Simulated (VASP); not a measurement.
Write the native input for VASP 6.6.1 that does the following.

* Task: relaxation of cell and atoms
* Functional: PBE
* Potentials or basis: VASP PAW PBE potentials, release 64 (Al)
* Cutoff: 600 eV
* k mesh: 13 × 13 × 13
* Occupations: fermi-dirac, width 0.1 eV
* Spin: no spin polarisation
* Target pressure: 13 GPa
* Dipole correction: no
* Further INCAR settings: ALGO = Normal; EDIFF = 1e-07; IBRION = 2; EDIFFG = -0.005; NSW = 60; ISIF = 3

The structure of Al lies in POSCAR:

```
Al
1.0
    0.0000000000      2.5841249212      2.5841249212
    2.5841249212      0.0000000000      2.5841249212
    2.5841249212      2.5841249212      0.0000000000
Al
2
Direct
   -0.1250000000     -0.1250000000     -0.1250000000
    0.1250000000      0.1250000000      0.1250000000
```

These files were run (other wordings do the same):

INCAR

```
PREC = Accurate ; ENCUT = 600
EDIFF = 1E-7 ; ISMEAR = -1
SIGMA = 0.1 ; LREAL = F
LASPH = T ; NELM = 60
ALGO = Normal ; ISIF = 3
LWAVE = F ; LCHARG = F
GGA = PE ; IBRION = 2
NSW = 60 ; EDIFFG = -0.005
PSTRESS = 130.0
```

KPOINTS

```
regular mesh
0
Gamma
  13 13 13
```

Potentials or basis: VASP PAW PBE potentials, release 64 (Al).

Command:

```sh
$ cat potpaw_PBE.64/Al/POTCAR > POTCAR
$ mpirun -np 1 vasp_std > vasp.out
```

It gave:

The relaxed volume is 22.13 Å³/atom, the relaxed cell is a = 3.970 Å, b = 3.970 Å, c = 3.970 Å, α = 60.00°, β = 60.00°, γ = 60.00° and the space group after relaxing (to 0.05 Å) is Fd-3m (No. 227). The energy change on relaxing (the enthalpy is what falls) is -793.2 meV/atom, the ionic steps are 19 and the pressure after relaxing is 13.0 GPa. The band gap on the k mesh is zero (band 3 reaches 6.89 eV, above the bottom of band 4 at 2.83 eV).

Caveat: the cell is relaxed towards a set pressure, so the enthalpy falls and the energy may rise; the volume moved by over 15 % at a fixed basis, so the end points are rough.

Run time: 57 s on 1 thread of Intel(R) Xeon(R) 6975P-C (Granite Rapids), with other jobs on the host, peak memory 0.16 GiB.
